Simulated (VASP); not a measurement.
# Cu12H in VASP: notebook

Cu12H is run at these levels: PBE+D3(BJ); tasks: single point.

Everything below comes from runs of VASP 6.6.1. Logs are shortened: lines on timing, memory, paths and dates and some standing lists are left out, and cuts for length are marked.

**1. The cell of the first run**

The cell holds a slab with vacuum, 13 atoms: a = 5.038 Å, b = 5.038 Å, c = 20.662 Å, α = 90.00°, β = 90.00°, γ = 90.00°.

**2. Single point, PBE+D3(BJ)**

INCAR reads:

```
ALGO = Normal ; DIPOL = 0.5 0.5 0.297
EDIFF = 1E-7 ; ENCUT = 520
GGA = PE ; IDIPOL = 3
ISIF = 2 ; ISMEAR = 0
IVDW = 12 ; LASPH = True
LCHARG = False ; LDIPOL = True
LREAL = False ; LWAVE = False
NBANDS = 78 ; NELM = 60
PREC = Accurate ; SIGMA = 0.1
```

KPOINTS reads:

```
k-points
0
Gamma
  5 5 1
```

POSCAR reads:

```
Cu12H
1.0
    5.0378287988      0.0000000000      0.0000000000
    0.0000000000      5.0378287988      0.0000000000
    0.0000000000      0.0000000000     20.6622829064
Cu H
12 1
Direct
    0.2500000000      0.2500000000      0.1935894508
    0.2500000000      0.7500000000      0.1935894508
    0.7500000000      0.2500000000      0.1935894508
    0.7500000000      0.7500000000      0.1935894508
    0.0000000000      0.0000000000      0.2797919997
    0.0000000000      0.5000000000      0.2797919997
    0.5000000000      0.0000000000      0.2797919997
    0.5000000000      0.5000000000      0.2797919997
    0.2500000000      0.2500000000      0.3659945486
    0.2500000000      0.7500000000      0.3659945486
    0.7500000000      0.2500000000      0.3659945486
    0.7500000000      0.7500000000      0.3659945486
    0.2500000000      0.2500000000      0.5015071642
```

Potentials or basis: VASP PAW PBE potentials, release 64 (Cu, H).

The run is started by

```
cat potpaw_PBE.64/Cu/POTCAR potpaw_PBE.64/H/POTCAR > POTCAR
mpirun -np 1 vasp_std > vasp.out
```

OUTCAR:

```text
EDIFF = 1E-7
   ENCUT = 520
   GGA = PE
   ISIF = 2
   ISMEAR = 0
   IVDW = 12
   LASPH = True
   LREAL = False
   NELM = 60
   PREC = Accurate
 IVDW          = 12

 ion  position               nearest neighbor table
   1  0.250  0.250  0.194-   5 2.52   6 2.52   7 2.52   8 2.52   2 2.52   3 2.52   2 2.52   3 2.52

   2  0.250  0.750  0.194-   5 2.52   6 2.52   7 2.52   8 2.52   1 2.52   4 2.52   1 2.52   4 2.52

   3  0.750  0.250  0.194-   5 2.52   6 2.52   7 2.52   8 2.52   1 2.52   4 2.52   4 2.52   1 2.52

   4  0.750  0.750  0.194-   5 2.52   6 2.52   7 2.52   8 2.52   2 2.52   3 2.52   3 2.52   2 2.52

   5  0.000  0.000  0.280-   9 2.52  10 2.52  11 2.52  12 2.52   1 2.52   2 2.52   3 2.52   4 2.52
                             6 2.52   7 2.52   6 2.52   7 2.52
   6  0.000  0.500  0.280-   9 2.52  10 2.52  11 2.52  12 2.52   1 2.52   2 2.52   3 2.52   4 2.52
                             5 2.52   8 2.52   5 2.52   8 2.52
   7  0.500  0.000  0.280-   9 2.52  10 2.52  11 2.52  12 2.52   1 2.52   2 2.52   3 2.52   4 2.52
                             5 2.52   8 2.52   8 2.52   5 2.52
   8  0.500  0.500  0.280-   9 2.52  10 2.52  11 2.52  12 2.52   1 2.52   2 2.52   3 2.52   4 2.52
                             6 2.52   7 2.52   7 2.52   6 2.52
   9  0.250  0.250  0.366-   5 2.52   6 2.52   7 2.52   8 2.52  10 2.52  11 2.52  10 2.52  11 2.52

  10  0.250  0.750  0.366-   5 2.52   6 2.52   7 2.52   8 2.52   9 2.52  12 2.52   9 2.52  12 2.52

  11  0.750  0.250  0.366-   5 2.52   6 2.52   7 2.52   8 2.52   9 2.52  12 2.52  12 2.52   9 2.52

  12  0.750  0.750  0.366-   5 2.52   6 2.52   7 2.52   8 2.52  10 2.52  11 2.52  11 2.52  10 2.52

  13  0.250  0.250  0.502-

  LATTYP: Found a simple tetragonal cell.
 ALAT       =     5.0378287988
 C/A-ratio  =     4.1014261762

  Lattice vectors:

 A1 = (   5.0378287988,   0.0000000000,   0.0000000000)
 A2 = (   0.0000000000,   5.0378287988,   0.0000000000)
 A3 = (   0.0000000000,   0.0000000000,  20.6622829064)

Analysis of symmetry for initial positions (statically):
=====================================================================
 Subroutine PRICEL returns:
 Original cell was already a primitive cell.

 Routine SETGRP: Setting up the symmetry group for a
 simple tetragonal supercell.

 Subroutine GETGRP returns: Found  8 space group operations
 (whereof  2 operations were pure point group operations)
 out of a pool of 16 trial point group operations.

The static configuration has the point symmetry C_1h.
 The point group associated with its full space group is C_4v.

Analysis of symmetry for dynamics (positions and initial velocities):
=====================================================================
 Subroutine PRICEL returns:
 Original cell was already a primitive cell.

 Routine SETGRP: Setting up the symmetry group for a
 simple tetragonal supercell.

 Subroutine GETGRP returns: Found  8 space group operations
 (whereof  2 operations were pure point group operations)
 out of a pool of 16 trial point group operations.

The dynamic configuration has the point symmetry C_1h.
 The point group associated with its full space group is C_4v.

 Subroutine INISYM returns: Found  8 space group operations
 (whereof  2 operations are pure point group operations),
 and found     1 'primitive' translations

----------------------------------------------------------------------------------------

                                     Primitive cell

  volume of cell :     524.4029

  direct lattice vectors                    reciprocal lattice vectors
     5.037828799  0.000000000  0.000000000     0.198498210  0.000000000  0.000000000
     0.000000000  5.037828799  0.000000000     0.000000000  0.198498210  0.000000000
     0.000000000  0.000000000 20.662282906     0.000000000  0.000000000  0.048397363

  length of vectors
     5.037828799  5.037828799 20.662282906     0.198498210  0.198498210  0.048397363

  position of ions in fractional coordinates (direct lattice)
     0.250000000  0.250000000  0.193589451
     0.250000000  0.750000000  0.193589451
     0.750000000  0.250000000  0.193589451
     0.750000000  0.750000000  0.193589451
     0.000000000  0.000000000  0.279792000
     0.000000000  0.500000000  0.279792000
     0.500000000  0.000000000  0.279792000
     0.500000000  0.500000000  0.279792000
     0.250000000  0.250000000  0.365994549
     0.250000000  0.750000000  0.365994549
     0.750000000  0.250000000  0.365994549
     0.750000000  0.750000000  0.365994549
     0.250000000  0.250000000  0.501507164

  ion indices of the primitive-cell ions
   primitive index   ion index
                 1           1
                 2           2
                 3           3
                 4           4
                 5           5
                 6           6
                 7           7
                 8           8
                 9           9
                10          10
                11          11
                12          12
                13          13

----------------------------------------------------------------------------------------

 KPOINTS: k-points

Automatic generation of k-mesh.
 Grid dimensions read from file:
 generate k-points for:    5    5    1

 Generating k-lattice:

  Cartesian coordinates                     Fractional coordinates (reciprocal lattice)
     0.039699642  0.000000000  0.000000000     0.200000000  0.000000000  0.000000000
     0.000000000  0.039699642  0.000000000     0.000000000  0.200000000  0.000000000
     0.000000000  0.000000000  0.048397363     0.000000000  0.000000000  1.000000000

  Length of vectors
     0.039699642  0.039699642  0.048397363

  Shift w.r.t. Gamma in fractional coordinates (k-lattice)
     0.000000000  0.000000000  0.000000000

 Subroutine IBZKPT returns following result:
 ===========================================

 Found      6 irreducible k-points:

 Following reciprocal coordinates:
            Coordinates               Weight
  0.000000  0.000000  0.000000      1.000000
  0.200000  0.000000  0.000000      4.000000
  0.400000  0.000000  0.000000      4.000000
  0.200000  0.200000  0.000000      4.000000
  0.400000  0.200000  0.000000      8.000000
  0.400000  0.400000  0.000000      4.000000
   k-points           NKPTS =      6   k-points in BZ     NKDIM =      6   number of bands    NBANDS=     78
   number of dos      NEDOS =    301   number of ions     NIONS =     13
   total plane-waves  NPLWV = 256000
   dimension x,y,z NGX =    40 NGY =   40 NGZ =  160
   dimension x,y,z NGXF=    80 NGYF=   80 NGZF=  320
   ions per type =              12   1
   NGX,Y,Z   is equivalent  to a cutoff of  13.20, 13.20, 12.87 a.u.
   NGXF,Y,Z  is equivalent  to a cutoff of  26.40, 26.40, 25.75 a.u.
 SYSTEM =  unknown system
   PREC   = accura    normal or accurate (medium, high low for compatibility)
   ISTART =      0    job   : 0-new  1-cont  2-samecut
   ICHARG =      2    charge: 1-file 2-atom 10-const
   ISPIN  =      1    spin polarized calculation?
   LNONCOLLINEAR =      F non collinear calculations
   LSORBIT =      F    spin-orbit coupling
   LASPH  =      T    aspherical Exc in radial PAW
   ENCUT  =  520.0 eV  38.22 Ry    6.18 a.u.   9.37  9.37 38.42*2*pi/ulx,y,z
   NELM   =     60;   NELMIN=  2; NELMDL= -5     # of ELM steps
   EDIFF  = 0.1E-06   stopping-criterion for ELM
   LREAL  =      F    real-space projection
   EDIFFG = 0.1E-05   stopping-criterion for IOM
   NSW    =      0    number of steps for IOM
   IBRION =     -1    ionic relax: 0-MD 1-quasi-New 2-CG
   NFREE  =      0    steps in history (QN), initial steepest desc. (CG)
   ISIF   =      2    stress and relaxation
   ISYM   =      2    0-nonsym 1-usesym 2-fastsym
   POTIM  = 0.5000    time-step for ionic-motion
   TEBEG  =    0.0;   TEEND  =   0.0 temperature during run
   PSTRESS=    0.0 pullay stress
   NELECT =     133.0000    total number of electrons
   NUPDOWN=      -1.0000    fix difference up-down
   EMIN   =  10.00;   EMAX   =-10.00  energy-range for DOS
   EFERMI =   0.00;   METHOD = LEGACY
   ISMEAR =     0;   SIGMA  =   0.10  broadening in eV -4-tet -1-fermi 0-gaus
   EFERMI_NEDOS =   21; number of points for ismear=-14 and -15
   IALGO  =     38    algorithm
   IMIX   =      4    mixing-type and parameters
     AMIX     =   0.40;   BMIX     =  1.00
     AMIX_MAG =   1.60;   BMIX_MAG =  1.00
  volume/ion in A,a.u.               =      40.34       272.22
  Fermi-wavevector in a.u.,A,eV,Ry     =   1.036264  1.958255 14.610517  1.073843
  Thomas-Fermi vector in A             =   2.170646
   LORBIT       =      0    0 simple, 1 ext, 2 COOP (PROOUT), +10 PAW based schemes
   GGA     = PE    functional components
   LHFCALC =     F    Hartree Fock is set to
   AEXX    =    0.0000 exact exchange contribution
   IVDW    =    12    specifies the selected vdW correction
   LEPSILON=     F    determine dielectric tensor
   LRPA    =     F    only Hartree local field effects (RPA)
 non-spin polarized calculation
 Gauss-broadening in eV      SIGMA  =   0.10
  energy-cutoff  :      520.00
  volume of cell :      524.40
 maximum number of plane-waves:     14177
 NGX is ok and might be reduce to    40
   NGX = 19   NGY = 19   NGZ = 77

 dipolmoment           0.000000      0.000000     -0.158523 electrons x Angstroem

 number of electron     132.9999976 magnetization

 dipolmoment           0.000000      0.000000      0.230365 electrons x Angstroem

 Free energy of the ion-electron system (eV)
  ---------------------------------------------------
  ext. energy  EPLUGINS =         0.00000000
  ---------------------------------------------------
  free energy    TOTEN  =       -41.11248100 eV

  energy without entropy =      -41.09071488  energy(sigma->0) =      -41.10159794

 E-fermi :  -1.7266     XC(G=0):  -4.5472

 val. band max:       -1.7572498023   @ k =   0.4000   0.4000   0.0000
 cond. band min:      -1.7190354069   @ k =   0.0000   0.0000   0.0000
 fundamental gap:      0.0382143955
 Fermi energy:        -1.7266301547

 k-point     1 :       0.0000    0.0000    0.0000
  band No.  band energies     occupation
      1     -10.3261      2.00000
      2      -7.7525      2.00000
      3      -6.7219      2.00000
      4      -6.7219      2.00000
      5      -6.5581      2.00000
      6      -6.4790      2.00000
[... 70 lines left out ...]
     77       2.5918      0.00000
     78       2.7336      0.00000

 k-point     2 :       0.2000    0.0000    0.0000
  band No.  band energies     occupation
      1     -10.0836      2.00000
      2      -7.5429      2.00000
      3      -7.2309      2.00000
      4      -6.5607      2.00000
      5      -6.4181      2.00000
      6      -6.3999      2.00000
[... 70 lines left out ...]
     77       2.8396      0.00000
     78       2.9779      0.00000

 k-point     3 :       0.4000    0.0000    0.0000
  band No.  band energies     occupation
      1      -9.3833      2.00000
      2      -8.3315      2.00000
      3      -7.0105      2.00000
      4      -6.5317      2.00000
      5      -6.1775      2.00000
      6      -6.1765      2.00000
[... 70 lines left out ...]
     77       2.6792      0.00000
     78       3.5579      0.00000

 k-point     4 :       0.2000    0.2000    0.0000
  band No.  band energies     occupation
      1      -9.8435      2.00000
      2      -7.3357      2.00000
      3      -7.0595      2.00000
      4      -7.0576      2.00000
      5      -6.3683      2.00000
      6      -6.2834      2.00000
[... 70 lines left out ...]
     77       3.0376      0.00000
     78       3.0713      0.00000

 k-point     5 :       0.4000    0.2000    0.0000
  band No.  band energies     occupation
      1      -9.1521      2.00000
      2      -8.1221      2.00000
      3      -6.8157      2.00000
      4      -6.6513      2.00000
      5      -6.3781      2.00000
      6      -6.3672      2.00000
[... 70 lines left out ...]
     77       3.3498      0.00000
     78       3.7277      0.00000

 k-point     6 :       0.4000    0.4000    0.0000
  band No.  band energies     occupation
      1      -8.4956      2.00000
      2      -7.5580      2.00000
      3      -7.5541      2.00000
      4      -6.8602      2.00000
      5      -6.3462      2.00000
      6      -6.0363      2.00000
[... 70 lines left out ...]
     77       4.4373      0.00000
     78       4.4729      0.00000

------------------------ aborting loop because EDIFF is reached ----------------------------------------

 vacuum level on the upper side and lower side of the slab       (xc-potential included)         0.707        -0.884

 Edisp (eV)   -4.44598

 E8    (eV) :    -1.9995

  FORCE on cell =-STRESS in cart. coord.  units (eV):
  Direction    XX          YY          ZZ          XY          YZ          ZX
  --------------------------------------------------------------------------------------
  -------------------------------------------------------------------------------------
  Total      -4.96763    -4.96763    -2.95706     0.00000     0.00000     0.00000
  in kB     -15.17731   -15.17731    -9.03453     0.00000     0.00000     0.00000
  external pressure =      -13.13 kB  Pullay stress =        0.00 kB

 VOLUME and BASIS-vectors are now :
 -----------------------------------------------------------------------------
  energy-cutoff  :      520.00
  volume of cell :      524.40
      direct lattice vectors                 reciprocal lattice vectors
     5.037828799  0.000000000  0.000000000     0.198498210  0.000000000  0.000000000
     0.000000000  5.037828799  0.000000000     0.000000000  0.198498210  0.000000000
     0.000000000  0.000000000 20.662282906     0.000000000  0.000000000  0.048397363

 POSITION                                       TOTAL-FORCE (eV/Angst)
 -----------------------------------------------------------------------------------
      1.25946      1.25946      4.00000        -0.000000      0.000000     -0.028017
      1.25946      3.77837      4.00000        -0.000000      0.000000     -0.038593
      3.77837      1.25946      4.00000         0.000000     -0.000000     -0.038593
      3.77837      3.77837      4.00000        -0.000000      0.000000     -0.049164
      0.00000      0.00000      5.78114         0.020114      0.020114     -0.007920
      0.00000      2.51891      5.78114         0.020114     -0.020114     -0.007920
      2.51891      0.00000      5.78114        -0.020114      0.020114     -0.007920
      2.51891      2.51891      5.78114        -0.020114     -0.020114     -0.007920
      1.25946      1.25946      7.56228        -0.000000     -0.000000      0.943856
      1.25946      3.77837      7.56228         0.000000      0.000000      0.220002
      3.77837      1.25946      7.56228         0.000000      0.000000      0.220002
      3.77837      3.77837      7.56228        -0.000000     -0.000000      0.033118
      1.25946      1.25946     10.36228         0.000000      0.000000     -1.230932
 -----------------------------------------------------------------------------------
    total drift:                               -0.000000      0.000000      0.000143

  FREE ENERGIE OF THE ION-ELECTRON SYSTEM (eV)
  ---------------------------------------------------
  free  energy   TOTEN  =       -45.5584613719 eV

  energy  without entropy=      -45.5366952526  energy(sigma->0) =      -45.54757831

 vacuum level on the upper side and lower side of the slab         4.370         2.734
```

Run time: 15 min. Hardware: 1 thread of Intel Xeon 6975P-C, shared host; peak memory 0.65 GiB.

Results:

* Free energy: -45.5585 eV
* Largest force: 1.231 eV/Å
* Dispersion energy per atom: -0.342 eV

Forces in eV/Å, atoms in the order of the input:
```
Cu   0.000  0.000 -0.028
Cu   0.000  0.000 -0.039
Cu   0.000  0.000 -0.039
Cu   0.000  0.000 -0.049
Cu   0.020  0.020 -0.008
Cu   0.020 -0.020 -0.008
Cu  -0.020  0.020 -0.008
Cu  -0.020 -0.020 -0.008
Cu   0.000  0.000  0.944
Cu   0.000  0.000  0.220
Cu   0.000  0.000  0.220
Cu   0.000  0.000  0.033
H    0.000  0.000 -1.231
```

**3. Single point, PBE+D3(BJ)**

INCAR reads:

```
PREC = Accurate ; ENCUT = 520
EDIFF = 1E-6 ; ISMEAR = 0
SIGMA = 0.1 ; LREAL = F
LASPH = T ; NELM = 80
ALGO = Normal ; ISIF = 2
LWAVE = F ; LCHARG = F
LDIPOL = T ; IDIPOL = 3
DIPOL = 0.5 0.5 0.297 ; GGA = PE
IVDW = 12 ; NBANDS = 78
```

KPOINTS reads:

```
Automatic mesh
0
Gamma
  5 5 1
```

POSCAR: that of step 2 with these lines changed.

```diff
@@ -20,2 +20,2 @@
     0.7500000000      0.7500000000      0.3659945486
-    0.2500000000      0.2500000000      0.5015071642
+    0.5000000000      0.5000000000      0.5015071642
```

Potentials or basis: VASP PAW PBE potentials, release 64 (Cu, H).

The run is started by

```
cat potpaw_PBE.64/Cu/POTCAR potpaw_PBE.64/H/POTCAR > POTCAR
mpirun -np 1 vasp_std > vasp.out
```

It took 15 min on 1 thread of Intel Xeon 6975P-C, shared host; peak memory 0.62 GiB.

Results (log left out):

```yaml
Free_energy: -45.4933 eV
Largest_force: 1.070 eV/Å
Dispersion_energy_per_atom: -0.342 eV
```

Forces in eV/Å, atoms in the order of the input:
```
Cu   0.029  0.029 -0.037
Cu   0.029 -0.029 -0.037
Cu  -0.029  0.029 -0.037
Cu  -0.029 -0.029 -0.037
Cu   0.000  0.000  0.088
Cu   0.000  0.000 -0.020
Cu   0.000  0.000 -0.020
Cu   0.000  0.000 -0.060
Cu   0.080  0.080  0.308
Cu   0.080 -0.080  0.308
Cu  -0.080  0.080  0.308
Cu  -0.080 -0.080  0.308
H    0.000  0.000 -1.070
```

Levels at points of the mesh, in eV from the Fermi level:
```
           k point  band 64  band 65  band 66  band 67  band 68  band 69  band 70  band 71
(0.00, 0.00, 0.00)    -0.21    -0.12    -0.12    -0.05    -0.03     0.03     0.24     1.76
```
